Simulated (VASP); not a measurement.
Input of a VASP 6.6.1 run:

INCAR

```
SYSTEM = NaLa
PREC = Accurate
ENCUT = 520
EDIFF = 1E-7
ISMEAR = 0
SIGMA = 0.05
LREAL = .False.
LASPH = .True.
NELM = 80
ALGO = Normal
ISIF = 2
LWAVE = .False.
LCHARG = .False.
NBANDS = 16
```

Contents of KPOINTS:

```
regular mesh
0
Gamma
  9 9 4
  0 0 0
```

Contents of POSCAR:

```
NaLa
1.0
    3.5820470154      0.0000000000      0.0000000000
   -1.7910235077      3.1021437129      0.0000000000
    0.0000000000      0.0000000000      6.4402653734
La Na
1 1
Direct
    0.0000000000      0.0000000000      0.5000000000
    0.6666666667      0.3333333333      0.0000000000
```

Potentials or basis: VASP PAW LDA potentials, release 64 (La, Na_pv).

Run with:

```bash
$ cat potpaw_LDA.64/La/POTCAR potpaw_LDA.64/Na_pv/POTCAR > POTCAR
$ mpirun -np 1 vasp_std > vasp.out
```

Estimate the pressure.

-1.9 GPa.

What does it give for the band gap on the k mesh?

Zero (band 9 reaches 4.31 eV, above the bottom of band 10 at 3.78 eV).

Stress tensor (GPa, compression positive):
```
-2.17  0.00  0.00
 0.00 -2.17  0.00
 0.00  0.00 -1.37
```

Caveat: spin-orbit coupling is left out, which moves the levels of the heavy elements.
